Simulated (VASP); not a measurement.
# TiO2 (I4_1/amd) in VASP: relaxation of cell and atoms with LDA

Aim: the relaxation of cell and atoms of TiO2 with LDA.

All numbers are computed with VASP 6.6.1; they aren't measurements. Logs are shortened: lines on timing, memory, paths and dates and some standing lists are left out, and cuts for length are marked.

### 1 The cell of the first run

The structure is tetragonal, space group I4_1/amd (No. 141). The conventional cell has a = 3.784 Å, b = 3.784 Å, c = 9.515 Å, α = 90.00°, β = 90.00°, γ = 90.00°. Within 2.6 Å of Ti (site symmetry -4m2) lie 6 O at 1.93 to 1.98 Å. O (site symmetry 2mm) has 3 Ti at 1.93 to 1.98 Å and 2 O at 2.47 Å within 2.6 Å.

### 2 Relaxation of cell and atoms, LDA

Input file INCAR:

```
  ALGO = Normal
  EDIFF = 1E-6
  EDIFFG = -0.01
  ENCUT = 600
  IBRION = 2
  ISIF = 3
  ISMEAR = 0
  LASPH = True
  LCHARG = False
  LREAL = False
  LWAVE = False
  NELM = 100
  NSW = 80
  PREC = Accurate
  SIGMA = 0.02
```

Input file KPOINTS:

```
k-points
0
Gamma
  10 10 10
```

Input file POSCAR:

```
TiO2
1.0
   -1.8921000000      1.8921000000      4.7573000000
    1.8921000000     -1.8921000000      4.7573000000
    1.8921000000      1.8921000000     -4.7573000000
Ti O
2 4
Direct
    0.0000000000      0.0000000000      0.0000000000
    0.7500000000      0.2500000000      0.5000000000
    0.2081000000      0.2081000000      0.0000000000
    0.9581000000      0.4581000000      0.5000000000
    0.5419000000      0.0419000000      0.5000000000
    0.7919000000      0.7919000000      0.0000000000
```

Potentials or basis: VASP PAW LDA potentials, release 64 (Ti_sv, O).

Command:

```
$ cat potpaw_LDA.64/Ti_sv/POTCAR potpaw_LDA.64/O/POTCAR > POTCAR
$ mpirun -np 1 vasp_std > vasp.out
```

OUTCAR:

```text
EDIFF = 1E-6
   EDIFFG = -0.01
   ENCUT = 600
   IBRION = 2
   ISIF = 3
   ISMEAR = 0
   LASPH = True
   LREAL = False
   NELM = 100
   NSW = 80
   PREC = Accurate

 ion  position               nearest neighbor table
   1  0.000  0.000  0.000-   5 1.93   4 1.93   5 1.93   4 1.93   3 1.98   6 1.98
   2  0.750  0.250  0.500-   6 1.93   3 1.93   6 1.93   3 1.93   4 1.98   5 1.98
   3  0.208  0.208  0.000-   2 1.93   2 1.93   1 1.98
   4  0.958  0.458  0.500-   1 1.93   1 1.93   2 1.98
   5  0.542  0.042  0.500-   1 1.93   1 1.93   2 1.98
   6  0.792  0.792  0.000-   2 1.93   2 1.93   1 1.98

  LATTYP: Found a body centered tetragonal cell.
 ALAT       =     3.7842000000
 C/A-ratio  =     2.5142962846

  Lattice vectors:

 A1 = (  -1.8921000000,   1.8921000000,   4.7573000000)
 A2 = (   1.8921000000,  -1.8921000000,   4.7573000000)
 A3 = (   1.8921000000,   1.8921000000,  -4.7573000000)

Analysis of symmetry for initial positions (statically):
=====================================================================
 Subroutine PRICEL returns:
 Original cell was already a primitive cell.

 Routine SETGRP: Setting up the symmetry group for a
 body centered tetragonal supercell.

 Subroutine GETGRP returns: Found 16 space group operations
 (whereof  8 operations were pure point group operations)
 out of a pool of 16 trial point group operations.

The static configuration has the point symmetry D_2d.
 The point group associated with its full space group is D_4h.

Analysis of symmetry for dynamics (positions and initial velocities):
=====================================================================
 Subroutine PRICEL returns:
 Original cell was already a primitive cell.

 Routine SETGRP: Setting up the symmetry group for a
 body centered tetragonal supercell.

 Subroutine GETGRP returns: Found 16 space group operations
 (whereof  8 operations were pure point group operations)
 out of a pool of 16 trial point group operations.

The dynamic configuration has the point symmetry D_2d.
 The point group associated with its full space group is D_4h.

 Subroutine INISYM returns: Found 16 space group operations
 (whereof  8 operations are pure point group operations),
 and found     1 'primitive' translations

----------------------------------------------------------------------------------------

                                     Primitive cell

  volume of cell :      68.1253

  direct lattice vectors                    reciprocal lattice vectors
    -1.892100000  1.892100000  4.757300000     0.000000000  0.264256646  0.105101633
     1.892100000 -1.892100000  4.757300000     0.264256646  0.000000000  0.105101633
     1.892100000  1.892100000 -4.757300000     0.264256646  0.264256646  0.000000000

  length of vectors
     5.458203744  5.458203744  5.458203744     0.284390450  0.284390450  0.373715333

  position of ions in fractional coordinates (direct lattice)
     0.000000000  0.000000000  0.000000000
     0.750000000  0.250000000  0.500000000
     0.208100000  0.208100000  0.000000000
     0.958100000  0.458100000  0.500000000
     0.541900000  0.041900000  0.500000000
     0.791900000  0.791900000  0.000000000

  ion indices of the primitive-cell ions
   primitive index   ion index
                 1           1
                 2           2
                 3           3
                 4           4
                 5           5
                 6           6

----------------------------------------------------------------------------------------

 KPOINTS: k-points

Automatic generation of k-mesh.
 Grid dimensions read from file:
 generate k-points for:   10   10   10

 Generating k-lattice:

  Cartesian coordinates                     Fractional coordinates (reciprocal lattice)
     0.000000000  0.026425665  0.010510163     0.100000000  0.000000000  0.000000000
     0.026425665  0.000000000  0.010510163     0.000000000  0.100000000  0.000000000
     0.026425665  0.026425665  0.000000000     0.000000000  0.000000000  0.100000000

  Length of vectors
     0.028439045  0.028439045  0.037371533

  Shift w.r.t. Gamma in fractional coordinates (k-lattice)
     0.000000000  0.000000000  0.000000000

 Subroutine IBZKPT returns following result:
 ===========================================

 Found    102 irreducible k-points:

 Following reciprocal coordinates:
            Coordinates               Weight
  0.000000  0.000000  0.000000      1.000000
  0.100000 -0.000000  0.000000      8.000000
  0.200000 -0.000000  0.000000      8.000000
  0.300000 -0.000000  0.000000      8.000000
  0.400000  0.000000  0.000000      8.000000
  0.500000  0.000000  0.000000      4.000000
[... 16 lines left out ...]
  0.300000  0.300000  0.000000      8.000000
  0.400000  0.300000  0.000000     16.000000
 [... further k-points ...]
   k-points           NKPTS =    102   k-points in BZ     NKDIM =    102   number of bands    NBANDS=     28
   number of dos      NEDOS =    301   number of ions     NIONS =      6
   total plane-waves  NPLWV = 110592
   dimension x,y,z NGX =    48 NGY =   48 NGZ =   48
   dimension x,y,z NGXF=    96 NGYF=   96 NGZF=   96
   ions per type =               2   4
   NGX,Y,Z   is equivalent  to a cutoff of  14.62, 14.62, 14.62 a.u.
   NGXF,Y,Z  is equivalent  to a cutoff of  29.24, 29.24, 29.24 a.u.
 SYSTEM =  unknown system
   PREC   = accura    normal or accurate (medium, high low for compatibility)
   ISTART =      0    job   : 0-new  1-cont  2-samecut
   ICHARG =      2    charge: 1-file 2-atom 10-const
   ISPIN  =      1    spin polarized calculation?
   LNONCOLLINEAR =      F non collinear calculations
   LSORBIT =      F    spin-orbit coupling
   LASPH  =      T    aspherical Exc in radial PAW
   ENCUT  =  600.0 eV  44.10 Ry    6.64 a.u.  10.90 10.90 10.90*2*pi/ulx,y,z
   NELM   =    100;   NELMIN=  2; NELMDL= -5     # of ELM steps
   EDIFF  = 0.1E-05   stopping-criterion for ELM
   LREAL  =      F    real-space projection
   EDIFFG = -.1E-01   stopping-criterion for IOM
   NSW    =     80    number of steps for IOM
   IBRION =      2    ionic relax: 0-MD 1-quasi-New 2-CG
   NFREE  =      1    steps in history (QN), initial steepest desc. (CG)
   ISIF   =      3    stress and relaxation
   ISYM   =      2    0-nonsym 1-usesym 2-fastsym
   POTIM  = 0.5000    time-step for ionic-motion
   TEBEG  =    0.0;   TEEND  =   0.0 temperature during run
   PSTRESS=    0.0 pullay stress
   NELECT =      48.0000    total number of electrons
   NUPDOWN=      -1.0000    fix difference up-down
   EMIN   =  10.00;   EMAX   =-10.00  energy-range for DOS
   EFERMI =   0.00;   METHOD = LEGACY
   ISMEAR =     0;   SIGMA  =   0.02  broadening in eV -4-tet -1-fermi 0-gaus
   EFERMI_NEDOS =   21; number of points for ismear=-14 and -15
   IALGO  =     38    algorithm
   IMIX   =      4    mixing-type and parameters
     AMIX     =   0.40;   BMIX     =  1.00
     AMIX_MAG =   1.60;   BMIX_MAG =  1.00
  volume/ion in A,a.u.               =      11.35        76.62
  Fermi-wavevector in a.u.,A,eV,Ry     =   1.456752  2.752862 28.873289  2.122127
  Thomas-Fermi vector in A             =   2.573634
   LORBIT       =      0    0 simple, 1 ext, 2 COOP (PROOUT), +10 PAW based schemes
   GGA     = CA    functional components
   LHFCALC =     F    Hartree Fock is set to
   AEXX    =    0.0000 exact exchange contribution
   IVDW    =     0    specifies the selected vdW correction
   LEPSILON=     F    determine dielectric tensor
   LRPA    =     F    only Hartree local field effects (RPA)
 conjugate gradient relaxation of ions
 non-spin polarized calculation
 Gauss-broadening in eV      SIGMA  =   0.02
  energy-cutoff  :      600.00
  volume of cell :       68.13
 maximum number of plane-waves:      2300
 NGX is ok and might be reduce to    48
   NGX = 21   NGY = 21   NGZ = 21

--------------------------------------- Ionic step        1  -------------------------------------------

 number of electron      47.9999997 magnetization

 Free energy of the ion-electron system (eV)
  ---------------------------------------------------
  ext. energy  EPLUGINS =         0.00000000
  ---------------------------------------------------
  free energy    TOTEN  =       -58.81833325 eV

  energy without entropy =      -58.81833325  energy(sigma->0) =      -58.81833325

------------------------ aborting loop because EDIFF is reached ----------------------------------------

  FORCE on cell =-STRESS in cart. coord.  units (eV):
  Direction    XX          YY          ZZ          XY          YZ          ZX
  --------------------------------------------------------------------------------------
  -------------------------------------------------------------------------------------
  Total       -2.5875519     -2.5875519     -2.1896430      0.0000000     -0.0000000      0.0000000
  in kB      -60.8542547    -60.8542547    -51.4962011      0.0000000     -0.0000000      0.0000000
  external PRESSURE =     -57.7349035 kB  Pullay stress =       0.0000000 kB
[... 185 lines left out ...]
  energy  without entropy=      -58.8515866120  energy(sigma->0) =      -58.85158661

--------------------------------------- Ionic step        6  -------------------------------------------

 number of electron      47.9999996 magnetization

 Free energy of the ion-electron system (eV)
  ---------------------------------------------------
  ext. energy  EPLUGINS =         0.00000000
  ---------------------------------------------------
  free energy    TOTEN  =       -58.85169576 eV

  energy without entropy =      -58.85169576  energy(sigma->0) =      -58.85169576

 E-fermi :   3.4466     XC(G=0): -11.4797

 val. band max:        3.3361032661   @ k =  -0.4000   0.4000   0.0000
 cond. band min:       5.3990938923   @ k =   0.0000   0.0000   0.0000
 fundamental gap:      2.0629906261
 Fermi energy:         3.4466443102

 k-point     1 :       0.0000    0.0000    0.0000
  band No.  band energies     occupation
      1     -52.2175      2.00000
      2     -52.1446      2.00000
      3     -29.1392      2.00000
      4     -28.8646      2.00000
      5     -28.8646      2.00000
      6     -28.7824      2.00000
[... 733 lines left out ...]
     27       6.9670      0.00000
     28       7.1143      0.00000

 [... further k-points ...]
[... 5 lines left out ...]
  --------------------------------------------------------------------------------------
  -------------------------------------------------------------------------------------
  Total        0.0313453      0.0313453      0.0302163      0.0000000      0.0000000      0.0000000
  in kB        0.7571299      0.7571299      0.7298604      0.0000000      0.0000000      0.0000000
  external PRESSURE =       0.7480401 kB  Pullay stress =       0.0000000 kB
[... 21 lines left out ...]
  FREE ENERGIE OF THE ION-ELECTRON SYSTEM (eV)
  ---------------------------------------------------
  free  energy   TOTEN  =       -58.8516957649 eV

  energy  without entropy=      -58.8516957649  energy(sigma->0) =      -58.85169576

 reached required accuracy - stopping structural energy minimisation
```

Wall time 19 min (1 thread of AMD EPYC 9R45 (Zen 5), shared host); peak memory 0.38 GiB.

Results:

* Free energy: -58.8517 eV
* Relaxed volume: 11.06 Å³/atom
* Relaxed cell: a = 5.420 Å, b = 5.420 Å, c = 5.420 Å, α = 139.57°, β = 139.57°, γ = 58.50°
* Space group after relaxing (to 0.05 Å): I4_1/amd (No. 141)
* Energy gained by relaxing: 5.6 meV/atom
* Ionic steps: 6
* Pressure after relaxing: 0.1 GPa
* Largest force after relaxing: 0.003 eV/Å
* Band gap on the k mesh: 2.06 eV, indirect (least direct gap 2.41 eV)

Forces on the atoms (eV/Å):
```
Ti   0.000  0.000  0.000
Ti   0.000  0.000  0.000
O    0.000  0.000  0.003
O    0.000  0.000  0.003
O    0.000  0.000 -0.003
O    0.000  0.000 -0.003
```

Step by step:
```csv
step,energy change (eV),largest force (eV/Å),pressure (GPa),volume (Å³)
1,0.0000,0.0899,-5.77,68.13
2,0.0280,0.3180,8.76,64.17
3,-0.0325,0.0757,-0.06,66.42
4,-0.0325,0.0794,0.01,66.38
5,-0.0333,0.0232,0.06,66.31
6,-0.0334,0.0030,0.07,66.33
```

Final structure:
```
Ti O
1.0
    -1.87266    1.87266    4.72863
     1.87266   -1.87266    4.72863
     1.87266    1.87266   -4.72863
Ti O
2 4
Direct
  0.00000 0.00000 0.00000
  0.75000 0.25000 0.50000
  0.20817 0.20817 0.00000
  0.95817 0.45817 0.50000
  0.54183 0.04183 0.50000
  0.79183 0.79183 0.00000
```

A k mesh can miss the band edges. Zero-point motion and thermal expansion aren't in these numbers.
